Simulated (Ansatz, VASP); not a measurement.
# ZrAl2N3 in VASP and in Ansatz

```
CELL_PARAMETERS angstrom
2.97700 0.00000 0.00000
-1.48850 2.57816 0.00000
0.00000 0.00000 15.81110
ATOMIC_POSITIONS crystal
Zr 0.33333 0.66667 0.75000
Zr 0.66667 0.33333 0.25000
Al 0.33333 0.66667 0.08033
Al 0.33333 0.66667 0.41967
Al 0.66667 0.33333 0.91967
Al 0.66667 0.33333 0.58033
N 0.00000 0.00000 0.65759
N 0.00000 0.00000 0.00000
N 0.00000 0.00000 0.34241
N 0.00000 0.00000 0.84241
N 0.00000 0.00000 0.15759
N 0.00000 0.00000 0.50000
```

Alike in both runs: functional PBE; k mesh 6 × 6 × 1; occupations gaussian, width 0.1 eV; no spin polarisation.

Ansatz relaxed the structure, and its values are those at the end. VASP's run is a single point on that final structure, the one shown.

|  | VASP | Ansatz |
| --- | --- | --- |
| version | VASP 6.6.1 | Ansatz 0.2.0 |
| potentials or method | VASP PAW PBE potentials, release 64 (Zr_sv, Al, N), cutoff 520 eV | scalar-relativistic, plane waves, PAW |
| valence electrons in the cell | 66 | 66 |

|  | VASP | Ansatz | Ansatz less VASP |
| --- | --- | --- | --- |
| gap on the k mesh at the Fermi level (eV) | none | none | - |
| pressure (GPa) | 0.0 | 0.0 | -0.02 |
| rms of the force components (eV/Å) | 0.006 | 0.002 | -0.0037 |

A gap of «none» marks a metal or a gap that the smearing closes. With one functional, cell and mesh, what is left measures potentials, basis and numerics.

The k mesh is coarse, so the values compare programs but aren't converged.
